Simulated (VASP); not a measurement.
# BeS (Immm) in VASP: single point with HSE06

Aim: the single point of BeS with HSE06.

All numbers are computed with VASP 6.6.1; they aren't measurements. Logs are shortened: lines on timing, memory, paths and dates and some standing lists are left out, and cuts for length are marked.

### 1 The cell of the first run

The structure is orthorhombic, space group Immm (No. 71). The conventional cell has a = 3.217 Å, b = 3.338 Å, c = 4.635 Å, α = 90.00°, β = 90.00°, γ = 90.00°. Be (site symmetry mmm) has 6 S at 2.32 Å and 12 Be at 3.22 to 3.34 Å within 3.4 Å. S (site symmetry mmm) has 6 Be at 2.32 Å and 12 S at 3.22 to 3.34 Å within 3.4 Å.

### 2 Single point, HSE06 (shear xy strain +3.7%)

Input file POSCAR:

```
BeS
1.0
    0.0427541333      2.3172971951      2.3172971951
    2.3172971951      0.0427541333      2.3172971951
    2.3600513284      2.3600513284      0.0000000000
Be S
1 1
Direct
    0.0000000000      0.0000000000      0.0000000000
    0.5000000000      0.5000000000      0.5000000000
```

Input file INCAR.step1:

```
SYSTEM = BeS
PREC = Accurate ; ENCUT = 520
EDIFF = 1E-5 ; ISMEAR = 0
SIGMA = 0.01 ; LREAL = .FALSE.
LASPH = .TRUE. ; NELM = 100
ALGO = Normal ; ISIF = 2
LWAVE = .TRUE. ; LCHARG = .FALSE.
GGA = PE ; NBANDS = 11
```

Input file INCAR.step2:

```
SYSTEM = BeS
PREC = Accurate ; ENCUT = 520
EDIFF = 1E-6 ; ISMEAR = 0
SIGMA = 0.01 ; LREAL = .FALSE.
LASPH = .TRUE. ; NELM = 100
ALGO = Normal ; ISIF = 2
LWAVE = .FALSE. ; LCHARG = .FALSE.
GGA = PE ; LHFCALC = .TRUE.
HFSCREEN = 0.2079 ; PRECFOCK = Normal
ISTART = 1 ; NBANDS = 11
```

Input file KPOINTS:

```
Automatic mesh
0
G
  6 6 6
  0 0 0
```

Potentials or basis: VASP PAW PBE potentials, release 64 (Be, S).

The run is started by

```console
$ cat potpaw_PBE.64/Be/POTCAR potpaw_PBE.64/S/POTCAR > POTCAR
$ cp INCAR.step1 INCAR
$ mpirun -np 1 vasp_std > vasp.out
$ cp INCAR.step2 INCAR
$ mpirun -np 1 vasp_std > vasp.out
```

OUTCAR:

```text
SYSTEM = BeS
   PREC = Accurate
   ENCUT = 520
   EDIFF = 1E-6
   ISMEAR = 0
   LREAL = .FALSE.
   LASPH = .TRUE.
   NELM = 100
   ISIF = 2
   GGA = PE
   LHFCALC = .TRUE.
   HFSCREEN = 0.2079
   PRECFOCK = Normal
   ISTART = 1

 ion  position               nearest neighbor table
   1  0.000  0.000  0.000-   2 2.32   2 2.32   2 2.32   2 2.32   2 2.32   2 2.32
   2  0.500  0.500  0.500-   1 2.32   1 2.32   1 2.32   1 2.32   1 2.32   1 2.32

  LATTYP: Found a body centered orthorhombic cell.
 ALAT       =     3.2166896462
 B/A-ratio  =     1.0375936020
 C/A-ratio  =     1.4407962533

  Lattice vectors:

 A1 = (   2.3172971951,   0.0427541333,  -2.3172971951)
 A2 = (  -2.3172971951,  -0.0427541333,  -2.3172971951)
 A3 = (   0.0427541333,   2.3172971951,   2.3172971951)

Analysis of symmetry for initial positions (statically):
=====================================================================
 Subroutine PRICEL returns:
 Original cell was already a primitive cell.

 Routine SETGRP: Setting up the symmetry group for a
 body centered orthorhombic supercell.

 Subroutine GETGRP returns: Found  8 space group operations
 (whereof  8 operations were pure point group operations)
 out of a pool of  8 trial point group operations.

The static configuration has the point symmetry D_2h.

Analysis of symmetry for dynamics (positions and initial velocities):
=====================================================================
 Subroutine PRICEL returns:
 Original cell was already a primitive cell.

 Routine SETGRP: Setting up the symmetry group for a
 body centered orthorhombic supercell.

 Subroutine GETGRP returns: Found  8 space group operations
 (whereof  8 operations were pure point group operations)
 out of a pool of  8 trial point group operations.

The dynamic configuration has the point symmetry D_2h.

 Subroutine INISYM returns: Found  8 space group operations
 (whereof  8 operations are pure point group operations),
 and found     1 'primitive' translations

----------------------------------------------------------------------------------------

                                     Primitive cell

  volume of cell :      24.8787

  direct lattice vectors                    reciprocal lattice vectors
     0.042754133  2.317297195  2.317297195    -0.219824372  0.219824372  0.215768612
     2.317297195  0.042754133  2.317297195     0.219824372 -0.219824372  0.215768612
     2.360051328  2.360051328  0.000000000     0.211859799  0.211859799 -0.215768612

  length of vectors
     3.277431997  3.277431997  3.337616597     0.378419877  0.378419877  0.369222484

  position of ions in fractional coordinates (direct lattice)
     0.000000000  0.000000000  0.000000000
     0.500000000  0.500000000  0.500000000

  ion indices of the primitive-cell ions
   primitive index   ion index
                 1           1
                 2           2

----------------------------------------------------------------------------------------

 KPOINTS: Automatic mesh

Automatic generation of k-mesh.
 Grid dimensions read from file:
 generate k-points for:    6    6    6

 Generating k-lattice:

  Cartesian coordinates                     Fractional coordinates (reciprocal lattice)
    -0.036637395  0.036637395  0.035961435     0.166666667  0.000000000  0.000000000
     0.036637395 -0.036637395  0.035961435     0.000000000  0.166666667  0.000000000
     0.035309966  0.035309966 -0.035961435    -0.000000000 -0.000000000  0.166666667

  Length of vectors
     0.063069979  0.063069979  0.061537081

  Shift w.r.t. Gamma in fractional coordinates (k-lattice)
     0.000000000  0.000000000  0.000000000

 Subroutine IBZKPT returns following result:
 ===========================================

 Found     46 irreducible k-points:

 Following reciprocal coordinates:
            Coordinates               Weight
  0.000000  0.000000  0.000000      1.000000
  0.166667 -0.000000  0.000000      4.000000
  0.333333 -0.000000  0.000000      4.000000
  0.500000  0.000000  0.000000      2.000000
  0.166667  0.166667  0.000000      2.000000
  0.333333  0.166667  0.000000      4.000000
[... 16 lines left out ...]
 -0.166667  0.333333  0.166667      4.000000
  0.500000  0.500000  0.166667      4.000000
 [... further k-points ...]
   k-points           NKPTS =     46   k-points in BZ     NKDIM =    216   number of bands    NBANDS=     11
   number of dos      NEDOS =    301   number of ions     NIONS =      2
   total plane-waves  NPLWV =  16128
   dimension x,y,z NGX =    24 NGY =   24 NGZ =   28
   dimension x,y,z NGXF=    48 NGYF=   48 NGZF=   56
   ions per type =               1   1
   NGX,Y,Z   is equivalent  to a cutoff of  12.17, 12.17, 13.95 a.u.
   NGXF,Y,Z  is equivalent  to a cutoff of  24.35, 24.35, 27.89 a.u.
 SYSTEM =  BeS
   PREC   = accura    normal or accurate (medium, high low for compatibility)
   ISTART =      1    job   : 0-new  1-cont  2-samecut
   ICHARG =      0    charge: 1-file 2-atom 10-const
   ISPIN  =      1    spin polarized calculation?
   LNONCOLLINEAR =      F non collinear calculations
   LSORBIT =      F    spin-orbit coupling
   LASPH  =      T    aspherical Exc in radial PAW
   ENCUT  =  520.0 eV  38.22 Ry    6.18 a.u.   6.09  6.09  6.21*2*pi/ulx,y,z
   NELM   =    100;   NELMIN=  2; NELMDL=  0     # of ELM steps
   EDIFF  = 0.1E-05   stopping-criterion for ELM
   LREAL  =      F    real-space projection
   EDIFFG = 0.1E-04   stopping-criterion for IOM
   NSW    =      0    number of steps for IOM
   IBRION =     -1    ionic relax: 0-MD 1-quasi-New 2-CG
   NFREE  =      0    steps in history (QN), initial steepest desc. (CG)
   ISIF   =      2    stress and relaxation
   ISYM   =      3    0-nonsym 1-usesym 2-fastsym
   POTIM  = 0.5000    time-step for ionic-motion
   TEBEG  =    0.0;   TEEND  =   0.0 temperature during run
   PSTRESS=    0.0 pullay stress
   NELECT =       8.0000    total number of electrons
   NUPDOWN=      -1.0000    fix difference up-down
   EMIN   =  10.00;   EMAX   =-10.00  energy-range for DOS
   EFERMI =   0.00;   METHOD = LEGACY
   ISMEAR =     0;   SIGMA  =   0.01  broadening in eV -4-tet -1-fermi 0-gaus
   EFERMI_NEDOS =   21; number of points for ismear=-14 and -15
   IALGO  =     38    algorithm
   IMIX   =      1    mixing-type and parameters
     AMIX     =   0.40;   BMIX     =  1.00
     AMIX_MAG =   1.60;   BMIX_MAG =  1.00
  volume/ion in A,a.u.               =      12.44        83.94
  Fermi-wavevector in a.u.,A,eV,Ry     =   1.121577  2.119473 17.115240  1.257935
  Thomas-Fermi vector in A             =   2.258231
   LORBIT       =      0    0 simple, 1 ext, 2 COOP (PROOUT), +10 PAW based schemes
   GGA     = PE    functional components
   LHFCALC =     T    Hartree Fock is set to
   PRECFOCK=normal    Normal, Fast or Accurate (Low or Medium for compatibility)
   ENCUT4O =  -1.0   cutoff for four orbital integrals eV
   NKREDX  =     1    reduce k-point grid by
   NKREDY  =     1    reduce k-point grid by
   NKREDZ  =     1    reduce k-point grid by
   AEXX    =    0.2500 exact exchange contribution
   HFSCREEN=    0.2079 screening length (either q_TF or 0.3 A-1)
   HFSCREENC=   0.2079 screening length for correlation (either q_TF or 0.3 A-1)
   ENCUTFOCK=  -1.0 apply spherical cutoff to Coloumb kernel
   IVDW    =     0    specifies the selected vdW correction
   LEPSILON=     F    determine dielectric tensor
   LRPA    =     F    only Hartree local field effects (RPA)
 non-spin polarized calculation
 Gauss-broadening in eV      SIGMA  =   0.01
  energy-cutoff  :      520.00
  volume of cell :       24.88
 maximum number of plane-waves:       679
  NGX = 20; NGY = 20; NGZ = 20

 number of electron       8.0000000 magnetization

 Free energy of the ion-electron system (eV)
  ---------------------------------------------------
  ext. energy  EPLUGINS =         0.00000000
  ---------------------------------------------------
  free energy    TOTEN  =       -10.15544117 eV

  energy without entropy =      -10.15544117  energy(sigma->0) =      -10.15544117

 E-fermi :   6.3896     XC(G=0):  -8.7689

 val. band max:        6.2836777617   @ k =   0.1667   0.1667   0.3333
 cond. band min:       7.7706273794   @ k =   0.5000   0.5000   0.0000
 fundamental gap:      1.4869496177
 Fermi energy:         6.3896210997

 k-point     1 :       0.0000    0.0000    0.0000
  band No.  band energies     occupation
      1     -10.5644      2.00000
      2       5.4717      2.00000
      3       5.7434      2.00000
      4       6.0502      2.00000
      5      12.4584      0.00000
      6      15.6216      0.00000
      7      16.0737      0.00000
      8      16.4369      0.00000
      9      17.0687      0.00000
     10      17.1114      0.00000
     11      17.2030      0.00000

 k-point     2 :       0.1667   -0.0000    0.0000
  band No.  band energies     occupation
      1     -10.1056      2.00000
      2       3.6104      2.00000
      3       5.3820      2.00000
      4       5.7045      2.00000
      5      12.7009      0.00000
      6      14.2186      0.00000
      7      14.3074      0.00000
      8      16.1753      0.00000
      9      16.9293      0.00000
     10      17.5172      0.00000
     11      17.7214      0.00000

 k-point     3 :       0.3333   -0.0000    0.0000
  band No.  band energies     occupation
      1      -8.8970      2.00000
      2       0.0236      2.00000
      3       5.3089      2.00000
      4       5.5203      2.00000
      5      11.4512      0.00000
      6      11.6919      0.00000
      7      11.9475      0.00000
      8      17.4122      0.00000
      9      19.7218      0.00000
     10      19.9409      0.00000
     11      20.7670      0.00000

 k-point     4 :       0.5000    0.0000    0.0000
  band No.  band energies     occupation
      1      -7.9761      2.00000
      2      -1.8040      2.00000
      3       5.3297      2.00000
      4       5.4800      2.00000
      5      10.7330      0.00000
      6      10.8007      0.00000
      7      11.1843      0.00000
      8      17.5107      0.00000
      9      22.9788      0.00000
     10      23.3681      0.00000
     11      23.4460      0.00000

 k-point     5 :       0.1667    0.1667    0.0000
  band No.  band energies     occupation
      1      -9.9678      2.00000
      2       4.1514      2.00000
      3       4.3991      2.00000
      4       5.0415      2.00000
      5      12.1416      0.00000
      6      14.0097      0.00000
      7      14.6622      0.00000
      8      16.5612      0.00000
      9      16.6342      0.00000
     10      19.3118      0.00000
     11      19.8330      0.00000
[... 211 lines left out ...]
 k-point    21 :       0.5000    0.3333    0.1667
  band No.  band energies     occupation
      1      -7.9839      2.00000
      2       0.1724      2.00000
      3       1.8321      2.00000
      4       3.7667      2.00000
      5      10.5540      0.00000
      6      13.3959      0.00000
      7      14.6641      0.00000
      8      17.8530      0.00000
      9      18.9281      0.00000
     10      23.3002      0.00000
     11      23.3926      0.00000

 k-point    22 :      -0.3333    0.3333    0.1667
  band No.  band energies     occupation
      1      -7.1917      2.00000
      2      -0.6385      2.00000
      3       1.1280      2.00000
      4       2.9596      2.00000
      5      11.4291      0.00000
      6      11.9615      0.00000
      7      16.5320      0.00000
      8      17.8482      0.00000
      9      20.2060      0.00000
     10      20.3028      0.00000
     11      24.7723      0.00000

 k-point    23 :      -0.1667    0.3333    0.1667
  band No.  band energies     occupation
      1      -7.8965      2.00000
      2       0.1732      2.00000
      3       1.8870      2.00000
      4       3.6741      2.00000
      5      10.4376      0.00000
      6      13.0321      0.00000
      7      14.4595      0.00000
      8      17.6570      0.00000
      9      18.9326      0.00000
     10      22.9951      0.00000
     11      24.0290      0.00000

 k-point    24 :       0.5000    0.5000    0.1667
  band No.  band energies     occupation
      1      -7.3571      2.00000
      2      -0.6601      2.00000
      3       1.5042      2.00000
      4       3.4549      2.00000
      5       8.9611      0.00000
      6      12.8408      0.00000
      7      16.7174      0.00000
      8      18.2659      0.00000
      9      20.2807      0.00000
     10      24.7832      0.00000
     11      24.8749      0.00000

 [... further k-points ...]

------------------------ aborting loop because EDIFF is reached ----------------------------------------

  FORCE on cell =-STRESS in cart. coord.  units (eV):
  Direction    XX          YY          ZZ          XY          YZ          ZX
  --------------------------------------------------------------------------------------
  -------------------------------------------------------------------------------------
  Total       -0.2781845     -0.2781845     -0.3220222     -0.6899250      0.0000000      0.0000000
  in kB      -17.9149706    -17.9149706    -20.7381014    -44.4309040      0.0000000      0.0000000
  external PRESSURE =     -18.8560142 kB  Pullay stress =       0.0000000 kB

 VOLUME and BASIS-vectors are now :
 -----------------------------------------------------------------------------
  energy-cutoff  :      520.00
  volume of cell :       24.88
      direct lattice vectors                 reciprocal lattice vectors
     0.042754133  2.317297195  2.317297195    -0.219824372  0.219824372  0.215768612
     2.317297195  0.042754133  2.317297195     0.219824372 -0.219824372  0.215768612
     2.360051328  2.360051328  0.000000000     0.211859799  0.211859799 -0.215768612

 POSITION                                       TOTAL-FORCE (eV/Angst)
 -----------------------------------------------------------------------------------
      0.00000      0.00000      0.00000         0.000000      0.000000     -0.000000
      2.36005      2.36005      2.31730        -0.000000      0.000000      0.000000
 -----------------------------------------------------------------------------------
    total drift:                                0.000000      0.000000     -0.000000

  FREE ENERGIE OF THE ION-ELECTRON SYSTEM (eV)
  ---------------------------------------------------
  free  energy   TOTEN  =       -10.1554411709 eV

  energy  without entropy=      -10.1554411709  energy(sigma->0) =      -10.15544117
```

Wall time 20 min (1 thread of Oxide Virtual Turin-like, shared host); peak memory 0.23 GiB.

Results:

```
Free energy            : -10.1554 eV
Pressure               : -1.9 GPa
Band gap on the k mesh : 1.49 eV (least direct gap 4.79 eV)
```

Caveat: the cell differs from its parent crystal (shear xy strain +3.7%); the structure was generated, so it needn't be the stable form of BeS; the PAW data sets were made with another functional, which shifts forces and pressure a little. A k mesh can miss the band edges.
